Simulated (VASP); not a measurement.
Set up this calculation in VASP 6.6.1, as the native input.

```yaml
Task: single point
Functional: PBE
Potentials_or_basis: VASP PAW PBE potentials, release 64 (C, H)
Cutoff: 520 eV
k_mesh: 5 × 5 × 1
Occupations: gaussian, width 0.05 eV
Spin: no spin polarisation
Dipole_correction: yes
Further_INCAR_settings: LREAL = Auto; ALGO = Normal; EDIFF = 1e-06; NBANDS = 68
```

The structure of HC12 lies in POSCAR:

```
HC12
1.0
    5.0509324483      0.0000000000      0.0000000000
    0.0000000000      5.0509324483      0.0000000000
    0.0000000000      0.0000000000     22.3754933530
C H
24 2
Direct
    0.0000000000      0.2500000000      0.1787670080
    0.0000000000      0.7500000000      0.1787670080
    0.5000000000      0.2500000000      0.1787670080
    0.5000000000      0.7500000000      0.1787670080
    0.0000000000      0.0000000000      0.2186716990
    0.0000000000      0.5000000000      0.2186716990
    0.5000000000      0.0000000000      0.2186716990
    0.5000000000      0.5000000000      0.2186716990
    0.2500000000      0.0000000000      0.2585763899
    0.2500000000      0.5000000000      0.2585763899
    0.7500000000      0.0000000000      0.2585763899
    0.7500000000      0.5000000000      0.2585763899
    0.2500000000      0.2500000000      0.2976014419
    0.2500000000      0.7500000000      0.2976014419
    0.7500000000      0.2500000000      0.2976014419
    0.7500000000      0.7500000000      0.2976014419
    0.0000000000      0.2500000000      0.3394883053
    0.0000000000      0.7500000000      0.3394883053
    0.5000000000      0.2500000000      0.3394883053
    0.5000000000      0.7500000000      0.3394883053
    0.0000000000      0.0000000000      0.3743154719
    0.0000000000      0.5000000000      0.3743154719
    0.5000000000      0.0000000000      0.3743154719
    0.5000000000      0.5000000000      0.3743154719
    0.9356554451      0.3750000000      0.4373308422
    1.0643445549      0.3750000000      0.4373308422
```

These files were run (other wordings do the same):

INCAR

```
SYSTEM = HC12
  PREC = Accurate
  ENCUT = 520
  EDIFF = 1E-6
  ISMEAR = 0
  SIGMA = 0.05
  LREAL = Auto
  LASPH = .True.
  NELM = 60
  ALGO = Normal
  ISIF = 2
  LWAVE = .False.
  LCHARG = .False.
  LDIPOL = .True.
  IDIPOL = 3
  DIPOL = 0.5 0.5 0.290
  GGA = PE
  NBANDS = 68
```

KPOINTS

```
Automatic mesh
0
Gamma
  5 5 1
  0 0 0
```

Potentials or basis: VASP PAW PBE potentials, release 64 (C, H).

The run is started by

```console
$ cat potpaw_PBE.64/C/POTCAR potpaw_PBE.64/H/POTCAR > POTCAR
$ mpirun -np 1 vasp_std > vasp.out
```

It gave:

```json
{
 "Largest force": "7.305 eV/Å",
 "Band gap on the k mesh": "zero (bands 49 and 50 overlap by 0.18 eV)"
}
```

Wall time 27 min on 1 thread of Intel Xeon 8259CL, with other jobs on the host, peak memory 0.67 GiB.
